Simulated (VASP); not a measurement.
Bi3O, 4 atoms in the cell. The structure is hexagonal, space group P6/mmm (No. 191). The conventional cell has a = 4.317 Å, b = 4.317 Å, c = 6.753 Å, α = 90.00°, β = 90.00°, γ = 120.00°. Within 3.3 Å of Bi (site symmetry -6m2) lie 3 Bi at 2.49 Å and 3 O at 2.49 Å. Within 4.4 Å of Bi (site symmetry 6/mmm) lie 2 O at 3.38 Å and 18 Bi at 4.20 to 4.32 Å. Within 3.4 Å of O (site symmetry 6/mmm) lie 8 Bi at 2.49 to 3.38 Å. The cell was generated, and may not be a known phase.

```yaml
Program: VASP 6.6.1
Task: single point
Functional: PBE
Potentials_or_basis: VASP PAW PBE potentials, release 64 (Bi_d, O)
Cutoff: 520 eV
k_mesh: 6 × 6 × 4
Occupations: gaussian, width 0.1 eV
Spin: no spin polarisation
Dipole_correction: no
Further_INCAR_settings: ALGO = Normal; EDIFF = 1e-06; NBANDS = 34
```

Potentials or basis: VASP PAW PBE potentials, release 64 (Bi_d, O).

Launch:

```sh
$ cat potpaw_PBE.64/Bi_d/POTCAR potpaw_PBE.64/O/POTCAR > POTCAR
$ mpirun -np 1 vasp_std > vasp.out
```

Hardware: 1 thread of Intel Xeon 8259CL (shared host).

Q: Estimate the wall time of this run.

A: It took 2.2 min on 1 thread of Intel Xeon 8259CL, on a shared host, peak memory 0.24 GiB. Counts: scf iterations 17, k points 21.
